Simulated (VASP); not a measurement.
# K7NaMgCl10 in VASP: a series of runs, part 2 of 2

VASP 6.6.1.

## 5. Single point, PBE

Input file INCAR:

```
PREC = Accurate
ENCUT = 520
EDIFF = 1E-7
ISMEAR = -1
SIGMA = 0.0552
LREAL = Auto
LASPH = T
NELM = 80
ALGO = Normal
ISIF = 2
LWAVE = F
LCHARG = T
GGA = PE
LELF = T
LVHAR = T
ISYM = 0
NBANDS = 86
```

Input file KPOINTS:

```
Automatic mesh
0
Gamma
  1 1 1
```

Input file POSCAR:

```
K7NaMgCl10
1.0
    8.9716240000      0.2219080000     -0.0252420000
    0.2219080000      8.8394450000     -0.1974920000
   -0.0252420000     -0.1974920000      8.4038290000
Mg Cl K Na
1 10 7 1
Direct
    0.3504480450      0.8568044731      0.1342547592
    0.3061978235      0.9387626114      0.8814545312
    0.8495043346      0.1169276738      0.7087656672
    0.5920498456      0.7464761737      0.1321860065
    0.4799778498      0.2863275345      0.1563730055
    0.9562229106      0.0684388280      0.1945383586
    0.3288635828      1.0240091214      0.4030278084
    0.8734573255      0.6577588854      0.5957793677
    0.8983874531      0.4320270358      1.0393665768
    0.4639211486      0.3370008337      0.6447306658
    0.2058829274      0.6549704536      0.2393786596
    0.1927378917      0.2322405836      0.9679477947
    0.6612036627      0.5178209641      0.8498638657
    0.6320752092      0.0446914030      0.4640478807
    0.6801258035      0.1192808152      0.9894758380
    0.7405775386      0.4014001685      0.3173333227
    0.1813948899      0.3459146902      0.4642256707
    0.9733476643      0.7569580235      0.9822243403
    0.0656102711      0.8848691753      0.4471211537
```

Potentials or basis: VASP PAW PBE potentials, release 64 (Mg, Cl, K_sv, Na_pv).

Run with:

```console
cat potpaw_PBE.64/Mg/POTCAR potpaw_PBE.64/Cl/POTCAR potpaw_PBE.64/K_sv/POTCAR potpaw_PBE.64/Na_pv/POTCAR > POTCAR
mpirun -np 1 vasp_gam > vasp.out
```

OUTCAR:

```text
PREC = Accurate
   ENCUT = 520
   EDIFF = 1E-7
   ISMEAR = -1
   LREAL = Auto
   LASPH = T
   NELM = 80
   ISIF = 2
   GGA = PE
   ISYM = 0

 ion  position               nearest neighbor table
   1  0.350  0.857  0.134-   2 2.30   4 2.33  11 2.46   7 2.65
   2  0.306  0.939  0.881-   1 2.30  12 2.81
   3  0.850  0.117  0.709-  15 2.81  14 2.90
   4  0.592  0.746  0.132-   1 2.33  13 3.09
   5  0.480  0.286  0.156-  15 2.64  16 2.90  12 3.06
   6  0.956  0.068  0.195-  15 3.04  18 3.21
   7  0.329  0.024  0.403-   1 2.65  14 2.78  17 3.10
   8  0.873  0.658  0.596-  13 3.20
   9  0.898  0.432  0.039-  13 2.75  16 2.77  18 3.04  12 3.15
  10  0.464  0.337  0.645-  13 2.94  17 2.95
  11  0.206  0.655  0.239-   1 2.46  18 3.13
  12  0.193  0.232  0.968-   2 2.81   5 3.06   9 3.15
  13  0.661  0.518  0.850-   9 2.75  10 2.94   4 3.09   8 3.20  18 3.73  15 3.76
  14  0.632  0.045  0.464-   7 2.78   3 2.90  16 3.62
  15  0.680  0.119  0.989-   5 2.64   3 2.81   6 3.04  16 3.69  13 3.76
  16  0.741  0.401  0.317-   9 2.77   5 2.90  14 3.62  15 3.69
  17  0.181  0.346  0.464-  10 2.95   7 3.10
  18  0.973  0.757  0.982-   9 3.04  11 3.13   6 3.21  13 3.73
  19  0.066  0.885  0.447-

IMPORTANT INFORMATION: All symmetrisations will be switched off!
NOSYMM: (Re-)initialisation of all symmetry stuff for point group C_1.

----------------------------------------------------------------------------------------

                                     Primitive cell

  volume of cell :     665.6916

  direct lattice vectors                    reciprocal lattice vectors
     8.971624000  0.221908000 -0.025242000     0.111532404 -0.002793924  0.000269344
     0.221908000  8.839445000 -0.197492000    -0.002793924  0.113258692  0.002653215
    -0.025242000 -0.197492000  8.403829000     0.000269344  0.002653215  0.119056538

  length of vectors
     8.974403463  8.844435209  8.406187133     0.111567718  0.113324212  0.119086403

  position of ions in fractional coordinates (direct lattice)
     0.350448045  0.856804473  0.134254759
     0.306197823  0.938762611  0.881454531
     0.849504335  0.116927674  0.708765667
     0.592049846  0.746476174  0.132186006
     0.479977850  0.286327535  0.156373006
     0.956222911  0.068438828  0.194538359
[... 11 lines left out ...]
     0.973347664  0.756958023  0.982224340
     0.065610271  0.884869175  0.447121154

  ion indices of the primitive-cell ions
   primitive index   ion index
                 1           1
                 2           2
                 3           3
                 4           4
                 5           5
                 6           6
[... 11 lines left out ...]
                18          18
                19          19

----------------------------------------------------------------------------------------

 KPOINTS: Automatic mesh

Automatic generation of k-mesh.
 Grid dimensions read from file:
 generate k-points for:    1    1    1

 Generating k-lattice:

  Cartesian coordinates                     Fractional coordinates (reciprocal lattice)
     0.111532404 -0.002793924  0.000269344     1.000000000  0.000000000 -0.000000000
    -0.002793924  0.113258692  0.002653215    -0.000000000  1.000000000  0.000000000
     0.000269344  0.002653215  0.119056538     0.000000000  0.000000000  1.000000000

  Length of vectors
     0.111567718  0.113324212  0.119086403

  Shift w.r.t. Gamma in fractional coordinates (k-lattice)
     0.000000000  0.000000000  0.000000000

 Subroutine IBZKPT returns following result:
 ===========================================

 Found      1 irreducible k-points:

 Following reciprocal coordinates:
            Coordinates               Weight
  0.000000  0.000000  0.000000      1.000000
   k-points           NKPTS =      1   k-points in BZ     NKDIM =      1   number of bands    NBANDS=     86
   number of dos      NEDOS =    301   number of ions     NIONS =     19
   total plane-waves  NPLWV = 313600
   dimension x,y,z NGX =    70 NGY =   70 NGZ =   64
   dimension x,y,z NGXF=   140 NGYF=  140 NGZF=  128
   ions per type =               1  10   7   1
   NGX,Y,Z   is equivalent  to a cutoff of  12.97, 13.16, 12.66 a.u.
   NGXF,Y,Z  is equivalent  to a cutoff of  25.93, 26.32, 25.31 a.u.
 SYSTEM =  unknown system
   PREC   = accura    normal or accurate (medium, high low for compatibility)
   ISTART =      0    job   : 0-new  1-cont  2-samecut
   ICHARG =      2    charge: 1-file 2-atom 10-const
   ISPIN  =      1    spin polarized calculation?
   LNONCOLLINEAR =      F non collinear calculations
   LSORBIT =      F    spin-orbit coupling
   LASPH  =      T    aspherical Exc in radial PAW
   ENCUT  =  520.0 eV  38.22 Ry    6.18 a.u.  16.69 16.44 15.63*2*pi/ulx,y,z
   NELM   =     80;   NELMIN=  2; NELMDL= -5     # of ELM steps
   EDIFF  = 0.1E-06   stopping-criterion for ELM
   LREAL  =      T    real-space projection
   EDIFFG = 0.1E-05   stopping-criterion for IOM
   NSW    =      0    number of steps for IOM
   IBRION =     -1    ionic relax: 0-MD 1-quasi-New 2-CG
   NFREE  =      0    steps in history (QN), initial steepest desc. (CG)
   ISIF   =      2    stress and relaxation
   ISYM   =      0    0-nonsym 1-usesym 2-fastsym
   POTIM  = 0.5000    time-step for ionic-motion
   TEBEG  =    0.0;   TEEND  =   0.0 temperature during run
   PSTRESS=    0.0 pullay stress
   NELECT =     142.0000    total number of electrons
   NUPDOWN=      -1.0000    fix difference up-down
   EMIN   =  10.00;   EMAX   =-10.00  energy-range for DOS
   EFERMI =   0.00;   METHOD = LEGACY
   ISMEAR =    -1;   SIGMA  =   0.06  broadening in eV -4-tet -1-fermi 0-gaus
   EFERMI_NEDOS =   21; number of points for ismear=-14 and -15
   IALGO  =     38    algorithm
   IMIX   =      4    mixing-type and parameters
     AMIX     =   0.40;   BMIX     =  1.00
     AMIX_MAG =   1.60;   BMIX_MAG =  1.00
  volume/ion in A,a.u.               =      35.04       236.44
  Fermi-wavevector in a.u.,A,eV,Ry     =   0.978168  1.848469 13.018215  0.956812
  Thomas-Fermi vector in A             =   2.108922
   LORBIT       =      0    0 simple, 1 ext, 2 COOP (PROOUT), +10 PAW based schemes
   GGA     = PE    functional components
   LHFCALC =     F    Hartree Fock is set to
   AEXX    =    0.0000 exact exchange contribution
   IVDW    =     0    specifies the selected vdW correction
   LEPSILON=     F    determine dielectric tensor
   LRPA    =     F    only Hartree local field effects (RPA)
 non-spin polarized calculation
  energy-cutoff  :      520.00
  volume of cell :      665.69
 maximum number of plane-waves:      8959
 NGX is ok and might be reduce to    70
   NGX = 33   NGY = 33   NGZ = 31

 number of electron     142.0000002 magnetization

 Free energy of the ion-electron system (eV)
  ---------------------------------------------------
  ext. energy  EPLUGINS =         0.00000000
  ---------------------------------------------------
  free energy    TOTEN  =       -61.44927733 eV

  energy without entropy =      -61.44927733  energy(sigma->0) =      -61.44927733

 E-fermi :  -0.2938     XC(G=0):  -6.8305

 val. band max:       -1.7290874441   @ k =   0.0000   0.0000   0.0000
 cond. band min:       2.2142238448   @ k =   0.0000   0.0000   0.0000
 fundamental gap:      3.9433112889
 Fermi energy:        -0.2937853095

 k-point     1 :       0.0000    0.0000    0.0000
  band No.  band energies     occupation
      1     -30.2984      2.00000
      2     -30.2034      2.00000
      3     -29.9346      2.00000
      4     -29.8574      2.00000
      5     -29.8571      2.00000
      6     -29.5131      2.00000
[... 75 lines left out ...]
     82       5.2791      0.00000
     83       5.3268      0.00000
 [bands above 83 left out]

------------------------ aborting loop because EDIFF is reached ----------------------------------------

  FORCE on cell =-STRESS in cart. coord.  units (eV):
  Direction    XX          YY          ZZ          XY          YZ          ZX
  --------------------------------------------------------------------------------------
  -------------------------------------------------------------------------------------
  Total        4.1222401      1.7745971      2.2725671     -1.0386185      0.8908510      2.4984093
  in kB        9.9213509      4.2710759      5.4695832     -2.4997327      2.1440880      6.0131372
  external PRESSURE =       6.5540033 kB  Pullay stress =       0.0000000 kB

 VOLUME and BASIS-vectors are now :
 -----------------------------------------------------------------------------
  energy-cutoff  :      520.00
  volume of cell :      665.69
      direct lattice vectors                 reciprocal lattice vectors
     8.971624000  0.221908000 -0.025242000     0.111532404 -0.002793924  0.000269344
     0.221908000  8.839445000 -0.197492000    -0.002793924  0.113258692  0.002653215
    -0.025242000 -0.197492000  8.403829000     0.000269344  0.002653215  0.119056538

 POSITION                                       TOTAL-FORCE (eV/Angst)
 -----------------------------------------------------------------------------------
      3.33083      7.62493      0.95020        -0.066539     -0.281241      1.096438
      2.93316      8.19201      7.21447         0.004991     -0.610602      0.014473
      7.62949      1.08211      5.91181         0.677472     -0.014676     -0.444416
      5.47396      6.70371      0.94850         0.283629      0.366388      0.054443
      4.36577      2.60661      1.24547        -0.810076      0.480299      0.462111
      8.58915      0.77874      1.59721         0.017913     -0.301714      0.431278
[... 11 lines left out ...]
      8.87569      6.71310      8.08038        -0.032130      0.094252     -0.227796
      0.77370      7.74801      3.58112        -0.203607     -0.115684      0.140869
 -----------------------------------------------------------------------------------
    total drift:                                0.010372     -0.020198     -0.004921

  FREE ENERGIE OF THE ION-ELECTRON SYSTEM (eV)
  ---------------------------------------------------
  free  energy   TOTEN  =       -61.4492773326 eV

  energy  without entropy=      -61.4492773325  energy(sigma->0) =      -61.44927733
```

Run time: 1.7 min. Hardware: 1 thread of Intel Xeon Platinum 8488C (Sapphire Rapids), shared host; peak memory 0.62 GiB.

What came out:

```yaml
Free_energy: -61.4493 eV
Pressure: 0.7 GPa
Largest_force: 1.243 eV/Å
Band_gap_on_the_k_mesh: 3.94 eV
```

Forces on the atoms (eV/Å):
```
Mg  -0.067 -0.281  1.096
Cl   0.005 -0.611  0.014
Cl   0.677 -0.015 -0.444
Cl   0.284  0.366  0.054
Cl  -0.810  0.480  0.462
Cl   0.018 -0.302  0.431
Cl  -0.704 -0.671 -0.774
Cl   0.201  0.026 -0.086
Cl   0.796 -0.008 -0.098
Cl  -0.063 -0.004  0.100
Cl   0.039  0.497 -0.251
K   -0.345  0.623  0.014
K   -0.546  0.150 -0.603
K    0.332 -0.116  0.097
K    0.504 -0.726 -0.606
K   -0.147  0.454  0.851
K    0.062  0.158 -0.172
K   -0.032  0.094 -0.228
Na  -0.204 -0.116  0.141
```

Levels at points of the mesh, in eV from the valence-band top:
```tsv
k point	band 69	band 70	band 71	band 72	band 73	band 74
(0.00, 0.00, 0.00)	-0.16	-0.11	0.00	3.94	5.58	5.95
```

Caveat: the k points lie up to 0.75 Å⁻¹ apart.
